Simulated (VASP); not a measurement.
Runs of VASP 6.6.1 on Pb. The structure is that of space group Im-3m (No. 229), or close to it. The cells are those of the table. This isn't the form of Pb at room conditions, which is fcc.

```csv
level,cell,k mesh,gap on the mesh (eV),pressure (GPa)
r2SCAN,"a = 3.405 Å, angles 109.5°, 1 atom",16 × 16 × 16,none,0.9
PBE,"a = 3.459 Å, angles 109.5°, 1 atom",16 × 16 × 16,none,(a)
PBEsol,"a = 3.380 Å, angles 109.5°, 1 atom",16 × 16 × 16,none,0.2
r2SCAN,"a = 3.460 Å, angles 109.5°, 1 atom",16 × 16 × 16,none,-1.2
PBE,"a = 3.400 Å, angles 109.5°, 1 atom",16 × 16 × 16,none,(b)
PBE,"a = 3.330 Å, angles 109.5°, 1 atom",16 × 16 × 16,none,5.8
PBE,"a = 3.429 Å, angles 109.5°, 1 atom",14 × 14 × 14,none,1.0
```

Alike in all rows: task single point; potentials or basis VASP PAW PBE potentials, release 64 (Pb_d); no spin polarisation; cutoff (eV) 520; smearing gaussian 0.1 eV.

Fill in the values left out.

(a) 0.0; (b) 2.3.

Caveats: spin-orbit coupling is left out, which moves the levels of the heavy elements; the PAW data sets were made with another functional, which shifts forces and pressure a little (at least some runs); the cell stands under pressure (at least some runs).

A k mesh can miss the band edges, and the runs leave out spin-orbit coupling on Pb.

A gap of «none» marks levels without a gap at the run's occupations.
